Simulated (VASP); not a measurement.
# Pd (I4/mmm) in VASP: notebook

Pd is run at these levels: PBE; tasks: single point.

All numbers are computed with VASP 6.6.1; they aren't measurements. Logs are shortened: lines on timing, memory, paths and dates and some standing lists are left out, and cuts for length are marked.

### Step 1. The cell of the first run

The structure is tetragonal, space group I4/mmm (No. 139). Conventional cell: a = 2.781 Å, b = 2.781 Å, c = 3.699 Å, α = 90.00°, β = 90.00°, γ = 90.00°. Pd (site symmetry 4/mmm) has 14 Pd at 2.70 to 3.70 Å within 3.7 Å.

### Step 2. Single point, PBE

Contents of INCAR:

```
PREC = Accurate ; ENCUT = 500
EDIFF = 1E-6 ; ISMEAR = 0
SIGMA = 0.1 ; LREAL = F
LASPH = T ; NELM = 120
ALGO = Normal ; ISIF = 2
LWAVE = F ; LCHARG = T
GGA = PE ; LELF = T
LVHAR = T ; NBANDS = 11
GGA_COMPAT = F
```

Contents of KPOINTS:

```
Automatic mesh
0
Gamma
  16 16 16
```

Contents of POSCAR:

```
Pd
1.0
    0.0000000000      1.8497360430      1.9664300430
    1.9664300430      0.0000000000      1.9664300430
    1.9664300430      1.8497360430      0.0000000000
Pd
1
Direct
    0.0000000000      0.0000000000      0.0000000000
```

Potentials or basis: VASP PAW PBE potentials, release 64 (Pd).

On the command line:

```bash
> cat potpaw_PBE.64/Pd/POTCAR > POTCAR
> mpirun -np 1 vasp_std > vasp.out
```

OUTCAR:

```text
PREC = Accurate
   ENCUT = 500
   EDIFF = 1E-6
   ISMEAR = 0
   LREAL = F
   LASPH = T
   NELM = 120
   ISIF = 2
   GGA = PE

 ion  position               nearest neighbor table
   1  0.000  0.000  0.000-

  LATTYP: Found a body centered tetragonal cell.
 ALAT       =     2.7809520363
 C/A-ratio  =     1.3302897848

  Lattice vectors:

 A1 = (   0.0000000000,  -1.8497360430,   1.9664300430)
 A2 = (   0.0000000000,  -1.8497360430,  -1.9664300430)
 A3 = (   1.9664300430,   1.8497360430,   0.0000000000)

Analysis of symmetry for initial positions (statically):
=====================================================================
 Subroutine PRICEL returns:
 Original cell was already a primitive cell.

 Routine SETGRP: Setting up the symmetry group for a
 body centered tetragonal supercell.

 Subroutine GETGRP returns: Found 16 space group operations
 (whereof 16 operations were pure point group operations)
 out of a pool of 16 trial point group operations.

The static configuration has the point symmetry D_4h.

Analysis of symmetry for dynamics (positions and initial velocities):
=====================================================================
 Subroutine PRICEL returns:
 Original cell was already a primitive cell.

 Routine SETGRP: Setting up the symmetry group for a
 body centered tetragonal supercell.

 Subroutine GETGRP returns: Found 16 space group operations
 (whereof 16 operations were pure point group operations)
 out of a pool of 16 trial point group operations.

The dynamic configuration has the point symmetry D_4h.

 Subroutine INISYM returns: Found 16 space group operations
 (whereof 16 operations are pure point group operations),
 and found     1 'primitive' translations

----------------------------------------------------------------------------------------

                                     Primitive cell

  volume of cell :      14.3053

  direct lattice vectors                    reciprocal lattice vectors
     0.000000000  1.849736043  1.966430043    -0.254267881  0.270308838  0.254267881
     1.966430043  0.000000000  1.966430043     0.254267881 -0.270308838  0.254267881
     1.966430043  1.849736043  0.000000000     0.254267881  0.270308838 -0.254267881

  length of vectors
     2.699698232  2.780952036  2.699698232     0.449856842  0.449856842  0.449856842

  position of ions in fractional coordinates (direct lattice)
     0.000000000  0.000000000  0.000000000

  ion indices of the primitive-cell ions
   primitive index   ion index
                 1           1

----------------------------------------------------------------------------------------

 KPOINTS: Automatic mesh

Automatic generation of k-mesh.
 Grid dimensions read from file:
 generate k-points for:   16   16   16

 Generating k-lattice:

  Cartesian coordinates                     Fractional coordinates (reciprocal lattice)
    -0.015891743  0.016894302  0.015891743     0.062500000  0.000000000  0.000000000
     0.015891743 -0.016894302  0.015891743    -0.000000000  0.062500000 -0.000000000
     0.015891743  0.016894302 -0.015891743     0.000000000  0.000000000  0.062500000

  Length of vectors
     0.028116053  0.028116053  0.028116053

  Shift w.r.t. Gamma in fractional coordinates (k-lattice)
     0.000000000  0.000000000  0.000000000

 Subroutine IBZKPT returns following result:
 ===========================================

 Found    349 irreducible k-points:

 Following reciprocal coordinates:
            Coordinates               Weight
  0.000000  0.000000  0.000000      1.000000
  0.062500  0.000000  0.000000      8.000000
  0.125000  0.000000  0.000000      8.000000
  0.187500  0.000000  0.000000      8.000000
  0.250000  0.000000  0.000000      8.000000
  0.312500  0.000000  0.000000      8.000000
[... 16 lines left out ...]
 -0.125000  0.062500  0.000000     16.000000
 -0.062500  0.062500  0.000000      8.000000
 [... further k-points ...]
   k-points           NKPTS =    349   k-points in BZ     NKDIM =    349   number of bands    NBANDS=     11
   number of dos      NEDOS =    301   number of ions     NIONS =      1
   total plane-waves  NPLWV =   8000
   dimension x,y,z NGX =    20 NGY =   20 NGZ =   20
   dimension x,y,z NGXF=    40 NGYF=   40 NGZF=   40
   ions per type =               1
   NGX,Y,Z   is equivalent  to a cutoff of  12.32, 11.96, 12.32 a.u.
   NGXF,Y,Z  is equivalent  to a cutoff of  24.63, 23.91, 24.63 a.u.
 SYSTEM =  unknown system
   PREC   = accura    normal or accurate (medium, high low for compatibility)
   ISTART =      0    job   : 0-new  1-cont  2-samecut
   ICHARG =      2    charge: 1-file 2-atom 10-const
   ISPIN  =      1    spin polarized calculation?
   LNONCOLLINEAR =      F non collinear calculations
   LSORBIT =      F    spin-orbit coupling
   LASPH  =      T    aspherical Exc in radial PAW
   ENCUT  =  500.0 eV  36.75 Ry    6.06 a.u.   4.92  5.07  4.92*2*pi/ulx,y,z
   NELM   =    120;   NELMIN=  2; NELMDL= -5     # of ELM steps
   EDIFF  = 0.1E-05   stopping-criterion for ELM
   LREAL  =      F    real-space projection
   EDIFFG = 0.1E-04   stopping-criterion for IOM
   NSW    =      0    number of steps for IOM
   IBRION =     -1    ionic relax: 0-MD 1-quasi-New 2-CG
   NFREE  =      0    steps in history (QN), initial steepest desc. (CG)
   ISIF   =      2    stress and relaxation
   ISYM   =      2    0-nonsym 1-usesym 2-fastsym
   POTIM  = 0.5000    time-step for ionic-motion
   TEBEG  =    0.0;   TEEND  =   0.0 temperature during run
   PSTRESS=    0.0 pullay stress
   NELECT =      10.0000    total number of electrons
   NUPDOWN=      -1.0000    fix difference up-down
   EMIN   =  10.00;   EMAX   =-10.00  energy-range for DOS
   EFERMI =   0.00;   METHOD = LEGACY
   ISMEAR =     0;   SIGMA  =   0.10  broadening in eV -4-tet -1-fermi 0-gaus
   EFERMI_NEDOS =   21; number of points for ismear=-14 and -15
   IALGO  =     38    algorithm
   IMIX   =      4    mixing-type and parameters
     AMIX     =   0.40;   BMIX     =  1.00
     AMIX_MAG =   1.60;   BMIX_MAG =  1.00
  volume/ion in A,a.u.               =      14.31        96.54
  Fermi-wavevector in a.u.,A,eV,Ry     =   1.452923  2.745626 28.721695  2.110985
  Thomas-Fermi vector in A             =   2.570249
   LORBIT       =      0    0 simple, 1 ext, 2 COOP (PROOUT), +10 PAW based schemes
   GGA     = PE    functional components
   LHFCALC =     F    Hartree Fock is set to
   AEXX    =    0.0000 exact exchange contribution
   IVDW    =     0    specifies the selected vdW correction
   LEPSILON=     F    determine dielectric tensor
   LRPA    =     F    only Hartree local field effects (RPA)
 non-spin polarized calculation
 Gauss-broadening in eV      SIGMA  =   0.10
  energy-cutoff  :      500.00
  volume of cell :       14.31
 maximum number of plane-waves:       378
   NGX =  9   NGY = 11   NGZ =  9

 number of electron      10.0000003 magnetization

 Free energy of the ion-electron system (eV)
  ---------------------------------------------------
  ext. energy  EPLUGINS =         0.00000000
  ---------------------------------------------------
  free energy    TOTEN  =        -5.17732439 eV

  energy without entropy =       -5.16630477  energy(sigma->0) =       -5.17181458

 E-fermi :  10.3298     XC(G=0): -13.3748

 val. band max:       10.3258336062   @ k =   0.2500  -0.3125   0.1875
 cond. band min:      10.3309017478   @ k =   0.4375   0.3125  -0.0000
 fundamental gap:      0.0050681417
 Fermi energy:        10.3298256501

 k-point     1 :       0.0000    0.0000    0.0000
  band No.  band energies     occupation
      1       2.9313      2.00000
      2       7.1646      2.00000
      3       7.1646      2.00000
      4       7.7355      2.00000
      5       8.7145      2.00000
      6       9.3045      2.00000
      7      27.5798      0.00000
      8      31.9460      0.00000
      9      31.9460      0.00000
     10      33.5614      0.00000
     11      36.4651      0.00000

 k-point     2 :       0.0625    0.0000    0.0000
  band No.  band energies     occupation
      1       3.0775      2.00000
      2       7.1524      2.00000
      3       7.2157      2.00000
      4       7.7440      2.00000
      5       8.7002      2.00000
      6       9.2702      2.00000
      7      27.7406      0.00000
      8      31.3469      0.00000
      9      32.1237      0.00000
     10      33.3695      0.00000
     11      36.4953      0.00000

 k-point     3 :       0.1250    0.0000    0.0000
  band No.  band energies     occupation
      1       3.4942      2.00000
      2       7.0983      2.00000
      3       7.3351      2.00000
      4       7.8013      2.00000
      5       8.6937      2.00000
      6       9.1932      2.00000
      7      28.0681      0.00000
      8      29.7426      0.00000
      9      32.6275      0.00000
     10      33.6536      0.00000
     11      36.5112      0.00000

 k-point     4 :       0.1875    0.0000    0.0000
  band No.  band energies     occupation
      1       4.0930      2.00000
      2       7.0642      2.00000
      3       7.4212      2.00000
      4       7.8932      2.00000
      5       8.8006      2.00000
      6       9.1547      2.00000
      7      27.2633      0.00000
      8      28.8315      0.00000
      9      33.3569      0.00000
     10      34.2641      0.00000
     11      36.4263      0.00000
[... 239 lines left out ...]
 k-point    22 :      -0.1875    0.0625    0.0000
  band No.  band energies     occupation
      1       4.4329      2.00000
      2       6.9785      2.00000
      3       7.4978      2.00000
      4       7.9337      2.00000
      5       8.8318      2.00000
      6       9.2831      2.00000
      7      26.6165      0.00000
      8      28.6863      0.00000
      9      32.4598      0.00000
     10      35.2188      0.00000
     11      35.5724      0.00000

 k-point    23 :      -0.1250    0.0625    0.0000
  band No.  band energies     occupation
      1       3.8148      2.00000
      2       7.0192      2.00000
      3       7.4672      2.00000
      4       7.8095      2.00000
      5       8.7427      2.00000
      6       9.1482      2.00000
      7      28.1489      0.00000
      8      29.1150      0.00000
      9      32.0166      0.00000
     10      34.3809      0.00000
     11      36.5823      0.00000

 k-point    24 :      -0.0625    0.0625    0.0000
  band No.  band energies     occupation
      1       3.3224      2.00000
      2       7.1182      2.00000
      3       7.3365      2.00000
      4       7.7229      2.00000
      5       8.7166      2.00000
      6       9.1992      2.00000
      7      27.9662      0.00000
      8      30.6705      0.00000
      9      31.8542      0.00000
     10      33.5685      0.00000
     11      36.5115      0.00000

 [... further k-points ...]

------------------------ aborting loop because EDIFF is reached ----------------------------------------

  FORCE on cell =-STRESS in cart. coord.  units (eV):
  Direction    XX          YY          ZZ          XY          YZ          ZX
  --------------------------------------------------------------------------------------
  -------------------------------------------------------------------------------------
  Total        1.1662460      1.3973866      1.1662460     -0.0000000      0.0000000      0.0000000
  in kB      130.6182862    156.5057902    130.6182862     -0.0000000      0.0000000      0.0000000
  external PRESSURE =     139.2474542 kB  Pullay stress =       0.0000000 kB

 VOLUME and BASIS-vectors are now :
 -----------------------------------------------------------------------------
  energy-cutoff  :      500.00
  volume of cell :       14.31
      direct lattice vectors                 reciprocal lattice vectors
     0.000000000  1.849736043  1.966430043    -0.254267881  0.270308838  0.254267881
     1.966430043  0.000000000  1.966430043     0.254267881 -0.270308838  0.254267881
     1.966430043  1.849736043  0.000000000     0.254267881  0.270308838 -0.254267881

 POSITION                                       TOTAL-FORCE (eV/Angst)
 -----------------------------------------------------------------------------------
      0.00000      0.00000      0.00000         0.000000      0.000000      0.000000
 -----------------------------------------------------------------------------------
    total drift:                                0.000000      0.000000      0.000000

  FREE ENERGIE OF THE ION-ELECTRON SYSTEM (eV)
  ---------------------------------------------------
  free  energy   TOTEN  =        -5.1773243927 eV

  energy  without entropy=       -5.1663047682  energy(sigma->0) =       -5.17181458
```

It took 25 s on 1 thread of Intel Xeon Platinum 8488C (Sapphire Rapids), shared host; peak memory 0.16 GiB.

Results:

```yaml
Free_energy: -5.1773 eV
Pressure: 13.9 GPa
Band_gap_on_the_k_mesh: zero (bands 5 and 6 overlap by 1.88 eV)
```

Stress tensor (GPa, compression positive):
```
13.06  0.00  0.00
 0.00 15.65  0.00
 0.00  0.00 13.06
```

Caveat: the cell stands under pressure.

### Step 3. Single point, PBE (strained)

Contents of INCAR:

```
  ALGO = Normal
  EDIFF = 1E-6
  ENCUT = 520
  GGA = PE
  ISIF = 2
  ISMEAR = 0
  LASPH = True
  LCHARG = False
  LREAL = False
  LWAVE = False
  NBANDS = 11
  NELM = 80
  PREC = Accurate
  SIGMA = 0.1
```

Contents of KPOINTS:

```
k-points
0
Gamma
  16 16 16
```

Contents of POSCAR:

```
Pd
1.0
    0.0000000000      2.0642390640      1.9475450640
    2.0642390640      0.0000000000      1.9475450640
    2.0642390640      2.0642390640      0.0000000000
Pd
1
Direct
    0.0000000000      0.0000000000      0.0000000000
```

Potentials or basis: VASP PAW PBE potentials, release 64 (Pd).

On the command line:

```bash
> cat potpaw_PBE.64/Pd/POTCAR > POTCAR
> mpirun -np 1 vasp_std > vasp.out
```

OUTCAR:

```text
EDIFF = 1E-6
   ENCUT = 520
   GGA = PE
   ISIF = 2
   ISMEAR = 0
   LASPH = True
   LREAL = False
   NELM = 80
   PREC = Accurate

 ion  position               nearest neighbor table
   1  0.000  0.000  0.000-

  LATTYP: Found a body centered tetragonal cell.
 ALAT       =     2.9192748803
 C/A-ratio  =     1.3342663119

  Lattice vectors:

 A1 = (   0.0000000000,  -2.0642390640,  -1.9475450640)
 A2 = (   0.0000000000,   2.0642390640,  -1.9475450640)
 A3 = (   2.0642390640,   0.0000000000,   1.9475450640)

Analysis of symmetry for initial positions (statically):
=====================================================================
 Subroutine PRICEL returns:
 Original cell was already a primitive cell.

 Routine SETGRP: Setting up the symmetry group for a
 body centered tetragonal supercell.

 Subroutine GETGRP returns: Found 16 space group operations
 (whereof 16 operations were pure point group operations)
 out of a pool of 16 trial point group operations.

The static configuration has the point symmetry D_4h.

Analysis of symmetry for dynamics (positions and initial velocities):
=====================================================================
 Subroutine PRICEL returns:
 Original cell was already a primitive cell.

 Routine SETGRP: Setting up the symmetry group for a
 body centered tetragonal supercell.

 Subroutine GETGRP returns: Found 16 space group operations
 (whereof 16 operations were pure point group operations)
 out of a pool of 16 trial point group operations.

The dynamic configuration has the point symmetry D_4h.

 Subroutine INISYM returns: Found 16 space group operations
 (whereof 16 operations are pure point group operations),
 and found     1 'primitive' translations

----------------------------------------------------------------------------------------

                                     Primitive cell
[... 113 lines left out ...]
   LORBIT       =      0    0 simple, 1 ext, 2 COOP (PROOUT), +10 PAW based schemes
   GGA     = PE    functional components
   LHFCALC =     F    Hartree Fock is set to
   AEXX    =    0.0000 exact exchange contribution
   IVDW    =     0    specifies the selected vdW correction
   LEPSILON=     F    determine dielectric tensor
   LRPA    =     F    only Hartree local field effects (RPA)
 non-spin polarized calculation
 Gauss-broadening in eV      SIGMA  =   0.10
  energy-cutoff  :      520.00
  volume of cell :       16.60
 maximum number of plane-waves:       463
 NGX is ok and might be reduce to    24
   NGX = 11   NGY = 11   NGZ = 11

 number of electron      10.0000000 magnetization

 Free energy of the ion-electron system (eV)
  ---------------------------------------------------
  ext. energy  EPLUGINS =         0.00000000
  ---------------------------------------------------
  free energy    TOTEN  =        -5.17278357 eV

  energy without entropy =       -5.15936818  energy(sigma->0) =       -5.16607588

 E-fermi :   7.9279     XC(G=0): -12.4584

 val. band max:        7.9275968793   @ k =   0.5000   0.4375   0.0000
 cond. band min:       7.9291226217   @ k =   0.5000  -0.0000   0.2500
 fundamental gap:      0.0015257424
 Fermi energy:         7.9278669064

 k-point     1 :       0.0000    0.0000    0.0000
  band No.  band energies     occupation
      1       1.6542      2.00000
      2       5.4429      2.00000
      3       5.4429      2.00000
      4       5.8872      2.00000
      5       6.6706      2.00000
      6       7.1086      2.00000
      7      25.0412      0.00000
      8      28.7404      0.00000
      9      28.7404      0.00000
     10      29.8432      0.00000
     11      33.8849      0.00000
[... 309 lines left out ...]
 k-point    24 :      -0.0625    0.0625    0.0000
  band No.  band energies     occupation
      1       1.9793      2.00000
      2       5.3553      2.00000
      3       5.5428      2.00000
      4       5.9928      2.00000
      5       6.5852      2.00000
      6       7.1007      2.00000
      7      25.2916      0.00000
      8      27.1852      0.00000
      9      29.3309      0.00000
     10      29.3366      0.00000
     11      33.3117      0.00000

 [... further k-points ...]

------------------------ aborting loop because EDIFF is reached ----------------------------------------

  FORCE on cell =-STRESS in cart. coord.  units (eV):
  Direction    XX          YY          ZZ          XY          YZ          ZX
  --------------------------------------------------------------------------------------
  -------------------------------------------------------------------------------------
  Total       -1.1635438     -1.1635438     -1.0208293      0.0000000      0.0000000     -0.0000000
  in kB     -112.3196692   -112.3196692    -98.5430994      0.0000000      0.0000000     -0.0000000
  external PRESSURE =    -107.7274793 kB  Pullay stress =       0.0000000 kB

 VOLUME and BASIS-vectors are now :
 -----------------------------------------------------------------------------
  energy-cutoff  :      520.00
  volume of cell :       16.60
      direct lattice vectors                 reciprocal lattice vectors
     0.000000000  2.064239064  1.947545064    -0.242220007  0.242220007  0.256733469
     2.064239064  0.000000000  1.947545064     0.242220007 -0.242220007  0.256733469
     2.064239064  2.064239064  0.000000000     0.242220007  0.242220007 -0.256733469

 POSITION                                       TOTAL-FORCE (eV/Angst)
 -----------------------------------------------------------------------------------
      0.00000      0.00000      0.00000         0.000000      0.000000     -0.000000
 -----------------------------------------------------------------------------------
    total drift:                               -0.000000      0.000000      0.000000

  FREE ENERGIE OF THE ION-ELECTRON SYSTEM (eV)
  ---------------------------------------------------
  free  energy   TOTEN  =        -5.1727835684 eV

  energy  without entropy=       -5.1593681818  energy(sigma->0) =       -5.16607588
```

Run time: 55 s. Hardware: 1 thread of Intel Xeon 8259CL, shared host; peak memory 0.19 GiB.

What came out:

* Free energy: -5.1728 eV
* Pressure: -10.8 GPa
* Band gap on the k mesh: zero (bands 5 and 6 overlap by 1.44 eV)

Caveat: the cell differs from its parent crystal (strained); the cell stands under tension.
